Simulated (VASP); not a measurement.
A run of VASP 6.6.1 is set up as follows.

Contents of INCAR:

```
SYSTEM = RuS
ALGO     = Normal         ! electronic algorithm
EDIFF    = 1E-6           ! SCF threshold, eV
ENCUT    = 520            ! plane-wave cutoff, eV
GGA      = PE             ! functional
ISIF     = 2              ! what is computed and relaxed
ISMEAR   = 0              ! smearing method
LASPH    = .TRUE.         ! aspherical terms in the spheres
LCHARG   = .FALSE.        ! write CHGCAR
LREAL    = .FALSE.        ! projectors in reciprocal space
LWAVE    = .FALSE.        ! write WAVECAR
NBANDS   = 17             ! bands
NELM     = 80             ! most SCF steps
PREC     = Accurate       ! precision mode
SIGMA    = 0.05           ! smearing width, eV
```

Contents of KPOINTS:

```
k-points
0
G
  10 10 10
  0 0 0
```

File POSCAR:

```
RuS
1.0
    0.0000000000      2.6005202394      2.6005202394
    2.6005202394      0.0000000000      2.6005202394
    2.6005202394      2.6005202394      0.0000000000
Ru S
1 1
Direct
    0.0000000000      0.0000000000      0.0000000000
    0.2500000000      0.2500000000      0.2500000000
```

Potentials or basis: VASP PAW PBE potentials, release 64 (Ru_pv, S).

Run with:

```sh
$ cat potpaw_PBE.64/Ru_pv/POTCAR potpaw_PBE.64/S/POTCAR > POTCAR
$ mpirun -np 1 vasp_std > vasp.out
```

Question: What does it give for the pressure?

Answer: -0.2 GPa.

Question: What does it give for the band gap on the k mesh?

Answer: Zero (band 10 reaches 10.49 eV, above the bottom of band 11 at 7.59 eV).
